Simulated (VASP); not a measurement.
# Ba (Im-3m) in VASP: a series of runs

Runs on Ba. Level: PBEsol. Tasks: single point.

Program: VASP 6.6.1. These are calculated values, not measurements. Logs are shortened: lines on timing, memory, paths and dates and some standing lists are left out, and cuts for length are marked.

## 1. The cell of the first run

Symmetry: Im-3m, No. 229, cubic system. The conventional cell has a = 5.013 Å, b = 5.013 Å, c = 5.013 Å, α = 90.00°, β = 90.00°, γ = 90.00°. Ba (site symmetry m-3m) has 14 Ba at 4.34 to 5.01 Å within 5.7 Å.

## 2. Single point, PBEsol

The input, INCAR:

```
SYSTEM = Ba
ALGO = Fast
EDIFF = 1E-7
ENCUT = 520
GGA = PS
ISIF = 2
ISMEAR = -1
LASPH = .True.
LCHARG = .True.
LELF = .True.
LREAL = .False.
LVHAR = .True.
LWAVE = .False.
NBANDS = 11
NELM = 60
PREC = Accurate
SIGMA = 0.05
```

The input, KPOINTS:

```
k-points
0
Gamma
  8 8 8
  0 0 0
```

The input, POSCAR:

```
Ba
1.0
   -2.5065000000      2.5065000000      2.5065000000
    2.5065000000     -2.5065000000      2.5065000000
    2.5065000000      2.5065000000     -2.5065000000
Ba
1
Direct
    0.0000000000      0.0000000000      0.0000000000
```

Potentials or basis: VASP PAW PBE potentials, release 64 (Ba_sv).

Started as:

```bash
cat potpaw_PBE.64/Ba_sv/POTCAR > POTCAR
mpirun -np 1 vasp_std > vasp.out
```

OUTCAR:

```text
SYSTEM = Ba
   EDIFF = 1E-7
   ENCUT = 520
   GGA = PS
   ISIF = 2
   ISMEAR = -1
   LASPH = .True.
   LREAL = .False.
   NELM = 60
   PREC = Accurate

 ion  position               nearest neighbor table
   1  0.000  0.000  0.000-

  LATTYP: Found a body centered cubic cell.
 ALAT       =     5.0130000000

  Lattice vectors:

 A1 = (  -2.5065000000,   2.5065000000,   2.5065000000)
 A2 = (   2.5065000000,  -2.5065000000,   2.5065000000)
 A3 = (   2.5065000000,   2.5065000000,  -2.5065000000)

Analysis of symmetry for initial positions (statically):
=====================================================================
 Subroutine PRICEL returns:
 Original cell was already a primitive cell.

 Routine SETGRP: Setting up the symmetry group for a
 body centered cubic supercell.

 Subroutine GETGRP returns: Found 48 space group operations
 (whereof 48 operations were pure point group operations)
 out of a pool of 48 trial point group operations.

The static configuration has the point symmetry O_h .

Analysis of symmetry for dynamics (positions and initial velocities):
=====================================================================
 Subroutine PRICEL returns:
 Original cell was already a primitive cell.

 Routine SETGRP: Setting up the symmetry group for a
 body centered cubic supercell.

 Subroutine GETGRP returns: Found 48 space group operations
 (whereof 48 operations were pure point group operations)
 out of a pool of 48 trial point group operations.

The dynamic configuration has the point symmetry O_h .

 Subroutine INISYM returns: Found 48 space group operations
 (whereof 48 operations are pure point group operations),
 and found     1 'primitive' translations

----------------------------------------------------------------------------------------

                                     Primitive cell

  volume of cell :      62.9888

  direct lattice vectors                    reciprocal lattice vectors
    -2.506500000  2.506500000  2.506500000     0.000000000  0.199481348  0.199481348
     2.506500000 -2.506500000  2.506500000     0.199481348  0.000000000  0.199481348
     2.506500000  2.506500000 -2.506500000     0.199481348  0.199481348  0.000000000

  length of vectors
     4.341385349  4.341385349  4.341385349     0.282109228  0.282109228  0.282109228

  position of ions in fractional coordinates (direct lattice)
     0.000000000  0.000000000  0.000000000

  ion indices of the primitive-cell ions
[... 75 lines left out ...]
   LREAL  =      F    real-space projection
   EDIFFG = 0.1E-05   stopping-criterion for IOM
   NSW    =      0    number of steps for IOM
   IBRION =     -1    ionic relax: 0-MD 1-quasi-New 2-CG
   NFREE  =      0    steps in history (QN), initial steepest desc. (CG)
   ISIF   =      2    stress and relaxation
   ISYM   =      2    0-nonsym 1-usesym 2-fastsym
   POTIM  = 0.5000    time-step for ionic-motion
   TEBEG  =    0.0;   TEEND  =   0.0 temperature during run
   PSTRESS=    0.0 pullay stress
   NELECT =      10.0000    total number of electrons
   NUPDOWN=      -1.0000    fix difference up-down
   EMIN   =  10.00;   EMAX   =-10.00  energy-range for DOS
   EFERMI =   0.00;   METHOD = LEGACY
   ISMEAR =    -1;   SIGMA  =   0.05  broadening in eV -4-tet -1-fermi 0-gaus
   EFERMI_NEDOS =   21; number of points for ismear=-14 and -15
   IALGO  =     68    algorithm
   IMIX   =      4    mixing-type and parameters
     AMIX     =   0.40;   BMIX     =  1.00
     AMIX_MAG =   1.60;   BMIX_MAG =  1.00
  volume/ion in A,a.u.               =      62.99       425.07
  Fermi-wavevector in a.u.,A,eV,Ry     =   0.886449  1.675146 10.691349  0.785792
  Thomas-Fermi vector in A             =   2.007617
   LORBIT       =      0    0 simple, 1 ext, 2 COOP (PROOUT), +10 PAW based schemes
   GGA     = PS    functional components
   LHFCALC =     F    Hartree Fock is set to
   AEXX    =    0.0000 exact exchange contribution
   IVDW    =     0    specifies the selected vdW correction
   LEPSILON=     F    determine dielectric tensor
   LRPA    =     F    only Hartree local field effects (RPA)
 non-spin polarized calculation
 RMM-DIIS sequential band-by-band and
  energy-cutoff  :      520.00
  volume of cell :       62.99
 maximum number of plane-waves:      1724
   NGX = 17   NGY = 17   NGZ = 17

 number of electron      10.0000000 magnetization

 number of electron       9.9999999 magnetization

 Free energy of the ion-electron system (eV)
  ---------------------------------------------------
  ext. energy  EPLUGINS =         0.00000000
  ---------------------------------------------------
  free energy    TOTEN  =        -2.14869902 eV

  energy without entropy =       -2.14065682  energy(sigma->0) =       -2.14467792

 E-fermi :   1.5206     XC(G=0):  -7.5066

 val. band max:        1.4626434282   @ k =  -0.3750   0.5000   0.2500
 cond. band min:       1.6452877762   @ k =   0.2500   0.2500   0.1250
 fundamental gap:      0.1826443480
 Fermi energy:         1.5205705203

 k-point     1 :       0.0000    0.0000    0.0000
  band No.  band energies     occupation
      1     -27.3217      2.00000
      2     -12.2525      2.00000
      3     -12.2525      2.00000
      4     -12.2525      2.00000
      5      -1.2317      2.00000
      6       3.3487      0.00000
      7       3.3487      0.00000
      8       3.3487      0.00000
      9       4.7827      0.00000
     10       4.7827      0.00000
     11       8.4771      0.00000
[... 309 lines left out ...]
 k-point    24 :      -0.3750    0.3750    0.2500
  band No.  band energies     occupation
      1     -27.2674      2.00000
      2     -12.5996      2.00000
      3     -12.4677      2.00000
      4     -12.4251      2.00000
      5       1.1872      1.99746
      6       1.7742      0.01246
      7       3.4014      0.00000
      8       3.6266      0.00000
      9       5.0721      0.00000
     10       5.4921      0.00000
     11       8.6727      0.00000

 [... further k-points ...]
[... 5 lines left out ...]
  --------------------------------------------------------------------------------------
  -------------------------------------------------------------------------------------
  Total       -0.2591698     -0.2591698     -0.2591698      0.0000000     -0.0000000      0.0000000
  in kB       -6.5922218     -6.5922218     -6.5922218      0.0000000     -0.0000000      0.0000000
  external PRESSURE =      -6.5922218 kB  Pullay stress =       0.0000000 kB

 VOLUME and BASIS-vectors are now :
 -----------------------------------------------------------------------------
  energy-cutoff  :      520.00
  volume of cell :       62.99
      direct lattice vectors                 reciprocal lattice vectors
    -2.506500000  2.506500000  2.506500000     0.000000000  0.199481348  0.199481348
     2.506500000 -2.506500000  2.506500000     0.199481348  0.000000000  0.199481348
     2.506500000  2.506500000 -2.506500000     0.199481348  0.199481348  0.000000000

 POSITION                                       TOTAL-FORCE (eV/Angst)
 -----------------------------------------------------------------------------------
      0.00000      0.00000      0.00000         0.000000     -0.000000      0.000000
 -----------------------------------------------------------------------------------
    total drift:                                0.000000      0.000000     -0.000000

  FREE ENERGIE OF THE ION-ELECTRON SYSTEM (eV)
  ---------------------------------------------------
  free  energy   TOTEN  =        -2.1486990208 eV

  energy  without entropy=       -2.1406568201  energy(sigma->0) =       -2.14467792
```

OSZICAR:

```text
N       E                     dE             d eps       ncg     rms          rms(c)
DAV:   1     0.554948045415E+02    0.55495E+02   -0.43412E+03   638   0.757E+02
DAV:   2     0.443910062483E+00   -0.55051E+02   -0.53901E+02   805   0.136E+02
DAV:   3    -0.207130146282E+01   -0.25152E+01   -0.25032E+01   826   0.311E+01
DAV:   4    -0.214714132971E+01   -0.75840E-01   -0.75719E-01   865   0.475E+00
DAV:   5    -0.214936294281E+01   -0.22216E-02   -0.22169E-02   817   0.649E-01    0.159E+00
RMM:   6    -0.214871874612E+01    0.64420E-03   -0.30645E-03   678   0.540E-01    0.949E-01
RMM:   7    -0.214842864466E+01    0.29010E-03   -0.72330E-03   750   0.842E-01    0.404E-02
RMM:   8    -0.214867278240E+01   -0.24414E-03   -0.15280E-03   887   0.170E-01    0.241E-02
RMM:   9    -0.214869369092E+01   -0.20909E-04   -0.15816E-04   926   0.531E-02    0.165E-02
RMM:  10    -0.214869848322E+01   -0.47923E-05   -0.32516E-05   900   0.361E-02    0.316E-03
RMM:  11    -0.214869891838E+01   -0.43516E-06   -0.78147E-06   962   0.137E-02    0.393E-03
RMM:  12    -0.214869896338E+01   -0.44995E-07   -0.10979E-06   877   0.630E-03    0.117E-03
RMM:  13    -0.214869902081E+01   -0.57430E-07   -0.24015E-07   644   0.291E-03
   1 F= -.21486990E+01 E0= -.21446779E+01  d E =-.804220E-02
```

stdout:

```text
POSCAR found type information on POSCAR Ba
 POSCAR found :  1 types and       1 ions
 scaLAPACK will be used
 -----------------------------------------------------------------------------
|                                                                             |
|                                                                             |
|     You enforced a specific xc type in the INCAR file but a different       |
|     I HOPE YOU KNOW WHAT YOU ARE DOING!                                     |
|                                                                             |
 -----------------------------------------------------------------------------

 LDA part: xc-table for (Slater+PW92), standard interpolation
 POSCAR, INCAR and KPOINTS ok, starting setup
 FFT: planning ... GRIDC
 FFT: planning ... GRID_SOFT
 FFT: planning ... GRID
 WAVECAR not read
 entering main loop
```

Wall time 16 s (1 thread of AMD EPYC 7R43 (Zen 3), shared host); peak memory 0.15 GiB.

What came out:

```
Free energy            : -2.1487 eV
Pressure               : -0.7 GPa
Band gap on the k mesh : zero (band 5 reaches 2.05 eV, above the bottom of band 6 at 1.00 eV)
```

Levels at points of the mesh, in eV from the Fermi level:
```csv
k point,band 2,band 3,band 4,band 5,band 6,band 7,band 8,band 9
"(0.00, 0.00, 0.00)",-13.77,-13.77,-13.77,-2.75,1.83,1.83,1.83,3.26
"(0.50, 0.00, 0.00)",-14.24,-13.92,-13.78,-0.89,0.69,1.27,3.21,3.81
"(0.50, 0.50, 0.50)",-14.10,-14.10,-14.10,-0.52,-0.52,4.35,4.35,4.35
```

Caveat: the PAW data sets were made with another functional, which shifts forces and pressure a little; spin-orbit coupling is left out, which moves the levels of the heavy elements.

## 3. Single point, PBEsol

The input, INCAR:

```
PREC = Accurate ; ENCUT = 520
EDIFF = 1E-6 ; ISMEAR = -1
SIGMA = 0.05 ; LREAL = False
LASPH = True ; NELM = 100
ALGO = Normal ; ISIF = 2
LWAVE = False ; LCHARG = False
GGA = PS ; NBANDS = 11
```

The input, KPOINTS:

```
regular mesh
0
Gamma
  8 8 8
```

POSCAR is that of step 2.

Potentials or basis: VASP PAW PBE potentials, release 64 (Ba_sv).

Started as:

```bash
cat potpaw_PBE.64/Ba_sv/POTCAR > POTCAR
mpirun -np 1 vasp_std > vasp.out
```

It took 11 s on 1 thread of AMD EPYC 7R43 (Zen 3), shared host; peak memory 0.14 GiB.

Results (log left out):

| Quantity | Value |
| --- | --- |
| Free energy | -2.1487 eV |
| Pressure | -0.7 GPa |
| Band gap on the k mesh | zero (band 5 reaches 2.05 eV, above the bottom of band 6 at 1.00 eV) |

Levels at points of the mesh, in eV from the Fermi level:
```tsv
k point	band 1	band 2	band 3	band 4	band 5	band 6	band 7	band 8	band 9	band 10
(0.00, 0.00, 0.00)	-28.84	-13.77	-13.77	-13.77	-2.75	1.83	1.83	1.83	3.26	3.26
(0.50, 0.00, 0.00)	-28.80	-14.24	-13.92	-13.78	-0.89	0.69	1.27	3.21	3.81	5.26
(0.50, 0.50, 0.50)	-28.77	-14.10	-14.10	-14.10	-0.52	-0.52	4.35	4.35	4.35	4.76
```

Caveat: the PAW data sets were made with another functional, which shifts forces and pressure a little; spin-orbit coupling is left out, which moves the levels of the heavy elements.

## 4. Single point, PBEsol

This run uses another cell than the first one, of 64.25 Å³/atom, 1.020 times its volume.

The input, INCAR:

```
  PREC = Accurate
  ENCUT = 520
  EDIFF = 1E-6
  ISMEAR = -1
  SIGMA = 0.05
  LREAL = False
  LASPH = True
  NELM = 60
  ALGO = Normal
  ISIF = 2
  LWAVE = False
  LCHARG = False
  GGA = PS
  NBANDS = 11
```

The input, KPOINTS:

```
Automatic mesh
0
Gamma
  8 8 8
```

The input, POSCAR:

```
Ba
1.0
   -2.5230998215      2.5230998215      2.5230998215
    2.5230998215     -2.5230998215      2.5230998215
    2.5230998215      2.5230998215     -2.5230998215
Ba
1
Direct
    0.0000000000      0.0000000000      0.0000000000
```

Started as:

```bash
cat potpaw_PBE.64/Ba_sv/POTCAR > POTCAR
mpirun -np 1 vasp_std > vasp.out
```

Wall time 16 s (1 thread of AMD EPYC 7R43 (Zen 3), shared host); peak memory 0.16 GiB.

It converged, with:

| Item | Value |
| --- | --- |
| Free energy | -2.1429 eV |
| Pressure | -0.8 GPa |
| Band gap on the k mesh | zero (band 5 reaches 1.97 eV, above the bottom of band 6 at 0.96 eV) |

Levels at points of the mesh, in eV from the Fermi level:
```
           k point  band 1  band 2  band 3  band 4  band 5  band 6  band 7  band 8  band 9  band 10
(0.00, 0.00, 0.00)  -28.88  -13.82  -13.82  -13.82   -2.75    1.80    1.80    1.80    3.21     3.21
(0.50, 0.00, 0.00)  -28.84  -14.26  -13.96  -13.83   -0.88    0.69    1.21    3.15    3.74     5.15
(0.50, 0.50, 0.50)  -28.81  -14.13  -14.13  -14.13   -0.50   -0.50    4.25    4.25    4.25     4.67
```

Caveat: the PAW data sets were made with another functional, which shifts forces and pressure a little; spin-orbit coupling is left out, which moves the levels of the heavy elements.
